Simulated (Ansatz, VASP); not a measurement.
## Ta2PbO3 in VASP and in Ansatz

```
Ta Pb O
1.0
     5.29760    0.00000    0.00000
    -2.64880    4.58785    0.00000
     0.00000    0.00000    3.75114
Ta Pb O
2 1 3
Cartesian
  0.0000 3.0586 0.0000
  2.6488 1.5293 0.0000
  0.0000 0.0000 0.0000
  2.6488 0.0000 0.0000
  -1.3244 2.2939 0.0000
  1.3244 2.2939 0.0000
```

Alike in both runs: task relaxation of cell and atoms; functional PBE; k mesh 4 × 4 × 4; occupations gaussian, width 0.2 eV; no spin polarisation.

|  | VASP | Ansatz |
| --- | --- | --- |
| version | VASP 6.6.1 | Ansatz 0.2.0 |
| potentials or method | VASP PAW PBE potentials, release 64 (Ta_pv, Pb_d, O), cutoff 600 eV | scalar-relativistic, plane waves, PAW |
| valence electrons in the cell | 54 | 58 |

|  | VASP | Ansatz | Ansatz less VASP |
| --- | --- | --- | --- |
| gap on the k mesh at the Fermi level, each at its own relaxed structure (eV) | none | none | - |
| relaxed volume (Å³/atom) | 19.09 | 19.21 | +0.119 |
| relaxed cell length with the largest relative difference (Å) | 3.006 | 3.018 | +0.0129 |

A gap of «none» marks a metal or a gap that the smearing closes. VASP's potentials hold 54 valence electrons a cell and Ansatz's 58, so a difference there can come from the potentials and not from the codes.

The k mesh is coarse, so the values compare programs but aren't converged. Neither program's run includes spin-orbit coupling. Noted on VASP's run: the volume moved by over 15 % at a fixed basis, so the end points are rough.
